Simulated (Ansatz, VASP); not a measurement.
# PtSe2 in VASP and in Ansatz

INCAR

```
PREC = Accurate
ENCUT = 520
EDIFF = 1E-6
ISMEAR = 0
SIGMA = 0.05
LREAL = False
LASPH = True
NELM = 100
ALGO = Normal
ISIF = 2
LWAVE = False
LCHARG = False
LDIPOL = True
IDIPOL = 3
DIPOL = 0.5 0.5 0.386
GGA = PE
IVDW = 12
NBANDS = 31
```

The input KPOINTS:

```
Automatic mesh
0
Gamma
  9 9 1
```

The input POSCAR:

```
PtSe2
1.0
    3.7070358307      0.0000000000      0.0000000000
   -1.8535179153      3.2103872021      0.0000000000
    0.0000000000      0.0000000000     22.7981611688
Se Pt
4 2
Direct
    0.6666666667      0.3333333333      0.1973843402
    0.3333333333      0.6666666667      0.3135814565
    0.6666666667      1.3333333333      0.4587686045
    0.3333333333      1.6666666667      0.5749657208
    0.0000000000      0.0000000000      0.2554828983
    0.0000000000      1.0000000000      0.5168671626
```

Input for Ansatz:

```yaml
crystal:
  lattice:
    - [3.7070358307, 0.0, 0.0]
    - [-1.8535179153, 3.2103872021, 0.0]
    - [0.0, 0.0, 22.7981611688]
  atoms:
    - { symbol: Se, position: [0.6666666667, 0.3333333333, 0.1973843402] }
    - { symbol: Pt, position: [0.0, 0.0, 0.2554828983] }
    - { symbol: Se, position: [0.3333333333, 0.6666666667, 0.3135814565] }
    - { symbol: Se, position: [0.6666666667, 1.3333333333, 0.4587686045] }
    - { symbol: Pt, position: [0.0, 1.0, 0.5168671626] }
    - { symbol: Se, position: [0.3333333333, 1.6666666667, 0.5749657208] }
basis:
  ecutwfc: 420
kpoints:
  mp_grid: { grid: [9, 9, 1] }
hamiltonian:
  xc: pbe
  pseudopotentials: { kind: paw, azcp: { folder: soft_1 } }
  dispersion: d3bj
scf:
  occupations: { method: gaussian, width: 0.05 }
output:
  forces: true
  eigenvalues: true
efield:
  axis: 3
  dipole_correction: true
  ramp_width: 0.04
```

Alike in both runs: task single point; functional PBE; dispersion D3(BJ); k mesh 9 × 9 × 1; occupations gaussian, width 0.05 eV; no spin polarisation.

|  | VASP | Ansatz |
| --- | --- | --- |
| version | VASP 6.6.1 | Ansatz 0.2.0 |
| potentials or method | VASP PAW PBE potentials, release 64 (Se, Pt), cutoff 520 eV | scalar-relativistic, plane waves, PAW |
| valence electrons in the cell | 44 | 100 |

```csv
,VASP,Ansatz,Ansatz less VASP
gap on the k mesh at the Fermi level (eV),0.92,0.93,+0.007
least direct gap on the mesh (eV),1.16,1.17,+0.008
rms of the force components (eV/Å),0.044,0.044,+0.0002
```

VASP's potentials hold 44 valence electrons a cell and Ansatz's 100, so a difference there can come from the potentials and not from the codes.

Neither program's run includes spin-orbit coupling.
